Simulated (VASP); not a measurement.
# AlCo in VASP: notebook, part 2 of 3

VASP 6.6.1. The steps go on from the part before.

### 3 Single point, PBE (strain -0.050 along x and y, +0.000 along z)

The input, INCAR:

```
SYSTEM = AlCo
PREC = Accurate
ENCUT = 520
EDIFF = 1E-6
ISMEAR = 0
SIGMA = 0.15
LREAL = .False.
LASPH = .True.
NELM = 60
ALGO = Fast
ISIF = 2
LWAVE = .False.
LCHARG = .False.
GGA = PE
NBANDS = 13
```

The input, KPOINTS:

```
Automatic mesh
0
Gamma
  22 22 22
  0 0 0
```

The input, POSCAR:

```
AlCo
1.0
    2.7093072762      0.0000000000      0.0000000000
    0.0000000000      2.7093072762      0.0000000000
    0.0000000000      0.0000000000      2.8519023960
Al Co
1 1
Direct
    0.0000000000      0.0000000000      0.0000000000
    0.5000000000      0.5000000000      0.5000000000
```

Potentials or basis: VASP PAW PBE potentials, release 64 (Al, Co).

Command:

```console
> cat potpaw_PBE.64/Al/POTCAR potpaw_PBE.64/Co/POTCAR > POTCAR
> mpirun -np 1 vasp_std > vasp.out
```

OUTCAR:

```text
SYSTEM = AlCo
   PREC = Accurate
   ENCUT = 520
   EDIFF = 1E-6
   ISMEAR = 0
   LREAL = .False.
   LASPH = .True.
   NELM = 60
   ISIF = 2
   GGA = PE

 ion  position               nearest neighbor table
   1  0.000  0.000  0.000-   2 2.39   2 2.39   2 2.39   2 2.39   2 2.39   2 2.39   2 2.39   2 2.39

   2  0.500  0.500  0.500-   1 2.39   1 2.39   1 2.39   1 2.39   1 2.39   1 2.39   1 2.39   1 2.39

  LATTYP: Found a simple tetragonal cell.
 ALAT       =     2.7093072762
 C/A-ratio  =     1.0526315789

  Lattice vectors:

[... 573 lines left out ...]

  FORCE on cell =-STRESS in cart. coord.  units (eV):
  Direction    XX          YY          ZZ          XY          YZ          ZX
  --------------------------------------------------------------------------------------
  -------------------------------------------------------------------------------------
  Total        3.3837182      3.3837182      2.2005490      0.0000000     -0.0000000      0.0000000
  in kB      258.9724633    258.9724633    168.4187538      0.0000000     -0.0000000      0.0000000
  external PRESSURE =     228.7878935 kB  Pullay stress =       0.0000000 kB

 VOLUME and BASIS-vectors are now :
 -----------------------------------------------------------------------------
  energy-cutoff  :      520.00
  volume of cell :       20.93
      direct lattice vectors                 reciprocal lattice vectors
     2.709307276  0.000000000  0.000000000     0.369098038  0.000000000  0.000000000
     0.000000000  2.709307276  0.000000000     0.000000000  0.369098038  0.000000000
     0.000000000  0.000000000  2.851902396     0.000000000  0.000000000  0.350643136

 POSITION                                       TOTAL-FORCE (eV/Angst)
 -----------------------------------------------------------------------------------
      0.00000      0.00000      0.00000         0.000000      0.000000      0.000000
      1.35465      1.35465      1.42595         0.000000      0.000000      0.000000
 -----------------------------------------------------------------------------------
    total drift:                               -0.000000      0.000000      0.000000

  FREE ENERGIE OF THE ION-ELECTRON SYSTEM (eV)
  ---------------------------------------------------
  free  energy   TOTEN  =       -11.8242981102 eV

  energy  without entropy=      -11.8146894090  energy(sigma->0) =      -11.81949376
```

OSZICAR:

```text
N       E                     dE             d eps       ncg     rms          rms(c)
DAV:   1     0.377624766438E+02    0.37762E+02   -0.53123E+03 24754   0.100E+03
DAV:   2    -0.118432116462E+02   -0.49606E+02   -0.45294E+02 25566   0.177E+02
DAV:   3    -0.134986713862E+02   -0.16555E+01   -0.16437E+01 29550   0.371E+01
DAV:   4    -0.135231351947E+02   -0.24464E-01   -0.24457E-01 28777   0.411E+00
DAV:   5    -0.135239406296E+02   -0.80543E-03   -0.80542E-03 30441   0.803E-01    0.134E+01
RMM:   6    -0.154574075429E+02   -0.19335E+01   -0.13640E+01 28991   0.476E+01    0.160E+01
RMM:   7    -0.118637920057E+02    0.35936E+01   -0.40167E+00 26456   0.252E+01    0.281E+00
RMM:   8    -0.118346018086E+02    0.29190E-01   -0.22901E-02 28025   0.126E+00    0.940E-01
RMM:   9    -0.118365963119E+02   -0.19945E-02   -0.31762E-02 28904   0.168E+00    0.975E-01
RMM:  10    -0.118241672812E+02    0.12429E-01   -0.13285E-02 29113   0.156E+00    0.156E-01
RMM:  11    -0.118243468214E+02   -0.17954E-03   -0.91897E-04 33188   0.218E-01    0.104E-01
RMM:  12    -0.118242923051E+02    0.54516E-04   -0.22084E-04 35110   0.132E-01    0.336E-02
RMM:  13    -0.118243020620E+02   -0.97569E-05   -0.59657E-05 33670   0.519E-02    0.357E-02
RMM:  14    -0.118242976115E+02    0.44505E-05   -0.11105E-05 32719   0.309E-02    0.902E-03
RMM:  15    -0.118242981102E+02   -0.49871E-06   -0.41074E-06 26128   0.128E-02
   1 F= -.11824298E+02 E0= -.11819494E+02  d E =-.960870E-02
```

stdout:

```text
POSCAR found type information on POSCAR AlCo
 POSCAR found :  2 types and       2 ions
 scaLAPACK will be used
 LDA part: xc-table for (Slater+PW92), standard interpolation
 POSCAR, INCAR and KPOINTS ok, starting setup
 FFT: planning ... GRIDC
 FFT: planning ... GRID_SOFT
 FFT: planning ... GRID
 WAVECAR not read
 entering main loop
WARNING in EDDRMM: call to ZHEGV failed, returncode =   6  3     12
WARNING in EDDRMM: call to ZHEGV failed, returncode =   6  3     13
WARNING in EDDRMM: call to ZHEGV failed, returncode =   6  3     10
```

Wall time 1.9 min (1 thread of AMD EPYC 9R45 (Zen 5), shared host); peak memory 0.33 GiB.

Results:

| Property | Result |
| --- | --- |
| Free energy | -11.8243 eV |
| Pressure | 22.9 GPa |
| Band gap on the k mesh | zero (bands 6 and 7 overlap by 2.65 eV) |

Stress tensor (GPa, compression positive):
```
25.90  0.00  0.00
 0.00 25.90  0.00
 0.00  0.00 16.84
```

Caveat: the cell differs from its parent crystal (strain -0.050 along x and y, +0.000 along z); the cell stands under pressure; the run has no spin polarisation, though such a crystal can be magnetic. Spin polarisation is off, so any magnetic state and its effect on volume and gap are missing.

### 4 Single point, PBE (strain +0.000 along x and y, -0.050 along z)

The input, INCAR:

```
SYSTEM = AlCo
PREC     = Accurate       ! precision mode
ENCUT    = 520            ! plane-wave cutoff, eV
EDIFF    = 1E-7           ! SCF threshold, eV
ISMEAR   = 0              ! smearing method
SIGMA    = 0.15           ! smearing width, eV
LREAL    = .False.        ! projectors in reciprocal space
LASPH    = .True.         ! aspherical terms in the spheres
NELM     = 60             ! most SCF steps
ALGO     = Fast           ! electronic algorithm
ISIF     = 2              ! what is computed and relaxed
LWAVE    = .False.        ! write WAVECAR
LCHARG   = .True.         ! write CHGCAR
GGA      = PE             ! functional
LELF     = .True.         ! ELF
LVHAR    = .True.       
NBANDS   = 13             ! bands
```

The input, KPOINTS:

```
regular mesh
0
Gamma
  22 22 22
  0 0 0
```

The input, POSCAR:

```
AlCo
1.0
    2.8519023960      0.0000000000      0.0000000000
    0.0000000000      2.8519023960      0.0000000000
    0.0000000000      0.0000000000      2.7093072762
Al Co
1 1
Direct
    0.0000000000      0.0000000000      0.0000000000
    0.5000000000      0.5000000000      0.5000000000
```

Potentials or basis: VASP PAW PBE potentials, release 64 (Al, Co).

Command:

```console
> cat potpaw_PBE.64/Al/POTCAR potpaw_PBE.64/Co/POTCAR > POTCAR
> mpirun -np 1 vasp_std > vasp.out
```

OUTCAR:

```text
SYSTEM = AlCo
   PREC = Accurate
   ENCUT = 520
   EDIFF = 1E-7
   ISMEAR = 0
   LREAL = .False.
   LASPH = .True.
   NELM = 60
   ISIF = 2
   GGA = PE

 ion  position               nearest neighbor table
   1  0.000  0.000  0.000-   2 2.43   2 2.43   2 2.43   2 2.43   2 2.43   2 2.43   2 2.43   2 2.43

   2  0.500  0.500  0.500-   1 2.43   1 2.43   1 2.43   1 2.43   1 2.43   1 2.43   1 2.43   1 2.43

  LATTYP: Found a simple tetragonal cell.
 ALAT       =     2.8519023960
 C/A-ratio  =     0.9500000000

  Lattice vectors:

[... 574 lines left out ...]

  FORCE on cell =-STRESS in cart. coord.  units (eV):
  Direction    XX          YY          ZZ          XY          YZ          ZX
  --------------------------------------------------------------------------------------
  -------------------------------------------------------------------------------------
  Total        0.8836622      0.8836622      2.5076456      0.0000000      0.0000000      0.0000000
  in kB       64.2494328     64.2494328    182.3262372      0.0000000      0.0000000      0.0000000
  external PRESSURE =     103.6083676 kB  Pullay stress =       0.0000000 kB

 VOLUME and BASIS-vectors are now :
 -----------------------------------------------------------------------------
  energy-cutoff  :      520.00
  volume of cell :       22.04
      direct lattice vectors                 reciprocal lattice vectors
     2.851902396  0.000000000  0.000000000     0.350643136  0.000000000  0.000000000
     0.000000000  2.851902396  0.000000000     0.000000000  0.350643136  0.000000000
     0.000000000  0.000000000  2.709307276     0.000000000  0.000000000  0.369098038

 POSITION                                       TOTAL-FORCE (eV/Angst)
 -----------------------------------------------------------------------------------
      0.00000      0.00000      0.00000         0.000000      0.000000      0.000000
      1.42595      1.42595      1.35465         0.000000      0.000000      0.000000
 -----------------------------------------------------------------------------------
    total drift:                                0.000000     -0.000000     -0.000000

  FREE ENERGIE OF THE ION-ELECTRON SYSTEM (eV)
  ---------------------------------------------------
  free  energy   TOTEN  =       -11.9313831537 eV

  energy  without entropy=      -11.9206842636  energy(sigma->0) =      -11.92603371
```

OSZICAR:

```text
N       E                     dE             d eps       ncg     rms          rms(c)
DAV:   1     0.371971566897E+02    0.37197E+02   -0.52762E+03 24706   0.987E+02
DAV:   2    -0.119728481269E+02   -0.49170E+02   -0.44779E+02 25456   0.174E+02
DAV:   3    -0.135934357519E+02   -0.16206E+01   -0.16085E+01 29695   0.365E+01
DAV:   4    -0.136176483103E+02   -0.24213E-01   -0.24206E-01 28664   0.406E+00
DAV:   5    -0.136184527410E+02   -0.80443E-03   -0.80441E-03 30390   0.801E-01    0.129E+01
RMM:   6    -0.159897043336E+02   -0.23713E+01   -0.14877E+01 28906   0.497E+01    0.173E+01
RMM:   7    -0.119627135985E+02    0.40270E+01   -0.44405E+00 26246   0.263E+01    0.267E+00
RMM:   8    -0.119416570028E+02    0.21057E-01   -0.28288E-02 27447   0.134E+00    0.995E-01
RMM:   9    -0.119467343243E+02   -0.50773E-02   -0.36417E-02 28995   0.173E+00    0.108E+00
RMM:  10    -0.119313019501E+02    0.15432E-01   -0.15364E-02 28766   0.167E+00    0.137E-01
RMM:  11    -0.119314637093E+02   -0.16176E-03   -0.84859E-04 32331   0.207E-01    0.109E-01
RMM:  12    -0.119313756542E+02    0.88055E-04   -0.25506E-04 34652   0.141E-01    0.239E-02
RMM:  13    -0.119313853301E+02   -0.96760E-05   -0.64071E-05 33311   0.541E-02    0.255E-02
RMM:  14    -0.119313823645E+02    0.29656E-05   -0.10688E-05 34136   0.314E-02    0.284E-03
RMM:  15    -0.119313831918E+02   -0.82725E-06   -0.46946E-06 35756   0.149E-02    0.781E-03
RMM:  16    -0.119313831537E+02    0.38063E-07   -0.52801E-07 30016   0.456E-03
   1 F= -.11931383E+02 E0= -.11926034E+02  d E =-.106989E-01
```

It took 2.4 min on 1 thread of AMD EPYC 9R45 (Zen 5), shared host; peak memory 0.35 GiB.

What came out:

- Free energy: -11.9314 eV
- Pressure: 10.4 GPa
- Band gap on the k mesh: zero (bands 6 and 7 overlap by 2.70 eV)

Levels at points of the mesh, in eV from the Fermi level:
```tsv
k point	band 4	band 5	band 6	band 7	band 8	band 9
(0.00, 0.00, 0.00)	-0.99	-0.77	-0.77	5.63	5.63	7.61
(0.50, 0.00, 0.00)	-1.93	-1.52	-0.66	0.09	8.44	10.30
(0.50, 0.50, 0.00)	-2.98	-1.36	-1.36	-0.32	2.29	3.46
(0.00, 0.00, 0.50)	-1.89	-1.89	-0.83	0.60	8.53	10.46
(0.50, 0.00, 0.50)	-2.43	-1.69	-1.64	-0.16	2.83	3.96
(0.50, 0.50, 0.50)	-0.26	-0.05	2.38	2.38	2.59	4.64
```

Caveat: the cell differs from its parent crystal (strain +0.000 along x and y, -0.050 along z); the cell stands under pressure; the run has no spin polarisation, though such a crystal can be magnetic.

### 5 Single point, PBE (strain +0.000 along x and y, +0.050 along z)

The input, INCAR:

```
SYSTEM = AlCo
PREC = Accurate
ENCUT = 520
EDIFF = 1E-7
ISMEAR = 0
SIGMA = 0.15
LREAL = .False.
LASPH = .True.
NELM = 60
ALGO = Fast
ISIF = 2
LWAVE = .False.
LCHARG = .True.
GGA = PE
LELF = .True.
LVHAR = .True.
NBANDS = 13
```

KPOINTS is that of step 4.

POSCAR, as its differences from that of step 4:

```diff
@@ -4,3 +4,3 @@
     0.0000000000      2.8519023960      0.0000000000
-    0.0000000000      0.0000000000      2.7093072762
+    0.0000000000      0.0000000000      2.9944975158
 Al Co
```

Command:

```console
> cat potpaw_PBE.64/Al/POTCAR potpaw_PBE.64/Co/POTCAR > POTCAR
> mpirun -np 1 vasp_std > vasp.out
```

Run time: 2.8 min. Hardware: 1 thread of AMD EPYC 9R45 (Zen 5), shared host; peak memory 0.38 GiB.

It converged, with:

- Free energy: -11.9502 eV
- Pressure: -7.7 GPa
- Band gap on the k mesh: zero (bands 6 and 7 overlap by 2.58 eV)

Stress tensor (GPa, compression positive):
```
 -6.00   0.00   0.00
  0.00  -6.00   0.00
  0.00   0.00 -10.96
```

Levels at points of the mesh, in eV from the Fermi level:
```tsv
k point	band 2	band 3	band 4	band 5	band 6	band 7	band 8	band 9	band 10	band 11
(0.00, 0.00, 0.00)	-2.70	-2.63	-0.75	-0.75	-0.60	4.69	6.37	6.37	8.33	8.77
(0.50, 0.00, 0.00)	-6.24	-2.09	-1.73	-1.41	-0.63	0.37	8.34	9.43	10.47	10.99
(0.50, 0.50, 0.00)	-2.71	-2.28	-2.28	-1.47	-1.47	-0.05	2.65	3.51	11.51	14.68
(0.00, 0.00, 0.50)	-6.40	-2.17	-1.42	-1.42	-0.52	-0.03	8.41	10.84	10.84	11.31
(0.50, 0.00, 0.50)	-2.81	-2.73	-2.45	-1.25	-1.21	-0.21	2.24	3.10	12.66	15.58
(0.50, 0.50, 0.50)	-3.63	-3.61	-0.19	-0.03	2.38	2.53	2.53	3.73	4.95	4.95
```

Caveat: the cell differs from its parent crystal (strain +0.000 along x and y, +0.050 along z); the cell stands under tension; the run has no spin polarisation, though such a crystal can be magnetic.

(Part 2 of 3 ends here.)
